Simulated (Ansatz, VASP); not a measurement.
## Two plane-wave programs on ZnS

```
Zn S
1.0
     0.00000    2.69368    2.69368
     2.69368    0.00000    2.69368
     2.69368    2.69368    0.00000
Zn S
1 1
Cartesian
  0.0000 0.0000 0.0000
  1.3468 1.3468 1.3468
```

Alike in both runs: task single point; functional r2SCAN; k mesh 6 × 6 × 6; occupations fermi-dirac, width 0.018 eV; no spin polarisation.

|  | VASP | Ansatz |
| --- | --- | --- |
| version | VASP 6.6.1 | Ansatz 0.2.0 |
| potentials or method | VASP PAW PBE potentials, release 64 (Zn, S), cutoff 550 eV | scalar-relativistic, plane waves, PAW |
| valence electrons in the cell | 18 | 18 |

Ansatz gave:

| Property | Result |
| --- | --- |
| gap on the k mesh at the Fermi level (eV) | 2.71 |
| least direct gap on the mesh (eV) | 2.71 |
| pressure (GPa) | 0.1 |

Estimate VASP's values.

gap on the k mesh at the Fermi level (eV): 2.72; least direct gap on the mesh (eV): 2.72; pressure (GPa): 0.1.

VASP's potentials were made for PBE, not for r2SCAN.
